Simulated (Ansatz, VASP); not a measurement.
## CsTa3: VASP beside Ansatz

File INCAR:

```
PREC = Accurate
ENCUT = 600
EDIFF = 1E-6
ISMEAR = 0
SIGMA = 0.1
LREAL = False
LASPH = True
NELM = 60
ALGO = Fast
ISIF = 3
LWAVE = False
LCHARG = False
GGA = PE
IBRION = 2
NSW = 100
EDIFFG = -0.01
```

File KPOINTS:

```
regular mesh
0
Gamma
  10 10 10
```

Contents of POSCAR:

```
CsTa3
1.0
    4.4145720093      0.0000000000      0.0000000000
    0.0000000000      4.4145720093      0.0000000000
    0.0000000000      0.0000000000      4.4145720093
Cs Ta
1 3
Direct
    0.0000000000      0.0000000000      0.0000000000
    0.0000000000      0.5000000000      0.5000000000
    0.5000000000      0.0000000000      0.5000000000
    0.5000000000      0.5000000000      0.0000000000
```

Input for Ansatz:

```yaml
crystal:
  lattice:
    - [4.4145720093, 0.0, 0.0]
    - [0.0, 4.4145720093, 0.0]
    - [0.0, 0.0, 4.4145720093]
  atoms:
    - { symbol: Cs, position: [0.0, 0.0, 0.0] }
    - { symbol: Ta, position: [0.0, 0.5, 0.5] }
    - { symbol: Ta, position: [0.5, 0.0, 0.5] }
    - { symbol: Ta, position: [0.5, 0.5, 0.0] }
basis:
  ecutwfc: 420
kpoints:
  mp_grid: { grid: [10, 10, 10] }
hamiltonian:
  xc: pbe
scf:
  occupations: { method: gaussian, width: 0.1 }
output:
  forces: true
  stress: true
  eigenvalues: true
  write_density: true
  write_potential: true
  elf: true
  volumetric_format: npy
relax:
  adjacent_minimum: "off"
  f_tol: 0.01
  max_steps: 80
  cell: { stress_tol: 0.05 }
```

Alike in both runs: task relaxation of cell and atoms; functional PBE; k mesh 10 × 10 × 10; occupations gaussian, width 0.1 eV; no spin polarisation.

|  | VASP | Ansatz |
| --- | --- | --- |
| version | VASP 6.6.1 | Ansatz 0.2.0 |
| potentials or method | VASP PAW PBE potentials, release 64 (Cs_sv, Ta_pv), cutoff 600 eV | scalar-relativistic, plane waves, PAW |
| valence electrons in the cell | 42 | 48 |

|  | VASP | Ansatz | Ansatz less VASP |
| --- | --- | --- | --- |
| gap on the k mesh at the Fermi level, each at its own relaxed structure (eV) | none | none | - |
| relaxed volume (Å³/atom) | 21.57 | 21.38 | -0.188 |
| relaxed cell length with the largest relative difference (Å) | 4.419 | 4.406 | -0.0129 |

A gap of «none» marks a metal or a gap that the smearing closes. VASP's potentials hold 42 valence electrons a cell and Ansatz's 48, so a difference there can come from the potentials and not from the codes.

Spin-orbit coupling is off throughout.
